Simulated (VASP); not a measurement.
Wanted: the native input for a VASP 6.6.1 run.

* Task: single point
* Functional: PBEsol
* Potentials or basis: VASP PAW PBE potentials, release 64 (Al)
* Cutoff: 520 eV
* k mesh: 13 × 13 × 4
* Occupations: gaussian, width 0.2 eV
* Spin: no spin polarisation
* Dipole correction: no
* Further INCAR settings: ALGO = Normal; EDIFF = 1e-07; NBANDS = 14

The structure of Al lies in POSCAR:

```
Al
1.0
    2.8270770242      0.0000000000      0.0000000000
   -1.4135385121      2.4483205214      0.0000000000
    0.0000000000      0.0000000000      9.1859930700
Al
4
Direct
    0.6666666667      0.3333333333      0.7500000000
    0.0000000000      0.0000000000      0.5000000000
    0.3333333333      0.6666666667      0.2500000000
    0.0000000000      0.0000000000      0.0000000000
```

One way to write it, as run:

INCAR

```
SYSTEM = Al
PREC     = Accurate       ! precision mode
ENCUT    = 520            ! plane-wave cutoff, eV
EDIFF    = 1E-7           ! SCF threshold, eV
ISMEAR   = 0              ! smearing method
SIGMA    = 0.2            ! smearing width, eV
LREAL    = .FALSE.        ! projectors in reciprocal space
LASPH    = .TRUE.         ! aspherical terms in the spheres
NELM     = 100            ! most SCF steps
ALGO     = Normal         ! electronic algorithm
ISIF     = 2              ! what is computed and relaxed
LWAVE    = .FALSE.        ! write WAVECAR
LCHARG   = .FALSE.        ! write CHGCAR
GGA      = PS             ! functional
NBANDS   = 14             ! bands
```

KPOINTS

```
regular mesh
0
G
  13 13 4
  0 0 0
```

Potentials or basis: VASP PAW PBE potentials, release 64 (Al).

Command:

```bash
$ cat potpaw_PBE.64/Al/POTCAR > POTCAR
$ mpirun -np 1 vasp_std > vasp.out
```

It gave:

```yaml
Pressure: 1.8 GPa
Band_gap_on_the_k_mesh: zero (band 6 reaches 12.31 eV, above the bottom of band 7 at 6.93 eV)
```

Caveat: the PAW data sets were made with another functional, which shifts forces and pressure a little.

Wall time 22 s on 1 thread of Intel(R) Xeon(R) Platinum 8488C (Sapphire Rapids), on a shared host, peak memory 0.19 GiB.
